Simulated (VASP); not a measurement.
A run of VASP 6.6.1 is set up as follows.

The input INCAR:

```
  PREC = Accurate
  ENCUT = 520
  EDIFF = 1E-6
  ISMEAR = 0
  SIGMA = 0.1
  LREAL = F
  LASPH = T
  NELM = 100
  ALGO = Normal
  ISIF = 2
  LWAVE = F
  LCHARG = F
  GGA = PE
  NBANDS = 12
```

KPOINTS

```
regular mesh
0
Gamma
  6 6 6
```

POSCAR

```
Y
1.0
   -1.7753264112      1.7753264112      2.5694872898
    1.7753264112     -1.7753264112      2.5694872898
    1.7753264112      1.7753264112     -2.5694872898
Y
1
Direct
    0.0000000000      0.0000000000      0.0000000000
```

Potentials or basis: VASP PAW PBE potentials, release 64 (Y_sv).

Command:

```console
$ cat potpaw_PBE.64/Y_sv/POTCAR > POTCAR
$ mpirun -np 1 vasp_std > vasp.out
```

(1) Predict the pressure.

## Answers

(1) -0.1 GPa.

Caveat: the k points lie up to 0.42 Å⁻¹ apart.
